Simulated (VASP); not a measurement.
LiNbO3: single point with LDA

LiNbO3:

```xyz
10
Lattice="2.5880 1.4942 4.5598 -2.5880 1.4942 4.5598 0.0000 -2.9884 4.5598" Properties=species:S:1:pos:R:3 pbc="T T T"
Li    0.0000    0.0000    3.4199
Li    0.0000    0.0000   10.2596
Nb    0.0000    0.0000    0.0000
Nb    0.0000    0.0000    6.8398
O    -0.6178   -1.4942    5.6998
O     1.6029    0.2121    5.6998
O    -0.9851    1.2821    5.6998
O    -1.6029   -0.2121    7.9797
O     0.6178    1.4942    7.9797
O     0.9851   -1.2821    7.9797
```

```json
{
  "Program": "VASP 6.6.1",
  "Task": "single point",
  "Functional": "LDA",
  "Potentials or basis": "VASP PAW LDA potentials, release 64 (Li_sv, Nb_sv, O)",
  "Cutoff": "520 eV",
  "k mesh": "6 × 6 × 6",
  "Occupations": "gaussian, width 0.02 eV",
  "Spin": "no spin polarisation",
  "Dipole correction": "no",
  "Further INCAR settings": "ALGO = Normal; EDIFF = 1e-06; NBANDS = 45"
}
```

```yaml
Band_gap_on_the_k_mesh: 2.51 eV (least direct gap 2.62 eV)
```

Levels at points of the mesh, in eV from the valence-band top:
| k point | band 30 | band 31 | band 32 | band 33 | band 34 | band 35 | band 36 | band 37 | band 38 | band 39 |
| --- | --- | --- | --- | --- | --- | --- | --- | --- | --- | --- |
| (0.00, 0.00, 0.00) | -0.26 | -0.26 | -0.22 | -0.22 | -0.07 | 2.55 | 2.55 | 2.74 | 4.79 | 4.79 |
| (0.50, 0.00, 0.00) | -0.52 | -0.30 | -0.30 | -0.24 | -0.24 | 4.16 | 4.16 | 4.22 | 4.22 | 4.45 |
| (0.50, 0.50, 0.00) | -1.10 | -0.94 | -0.43 | -0.31 | -0.28 | 2.51 | 3.67 | 4.04 | 4.42 | 5.13 |
| (0.50, 0.50, 0.50) | -0.60 | -0.32 | -0.32 | -0.32 | -0.32 | 4.22 | 4.22 | 4.52 | 4.52 | 4.52 |

Wall time 2.3 min on 1 thread of Intel(R) Xeon(R) Platinum 8559C (Emerald Rapids), with other jobs on the host, peak memory 0.28 GiB.

 A k mesh can miss the band edges.
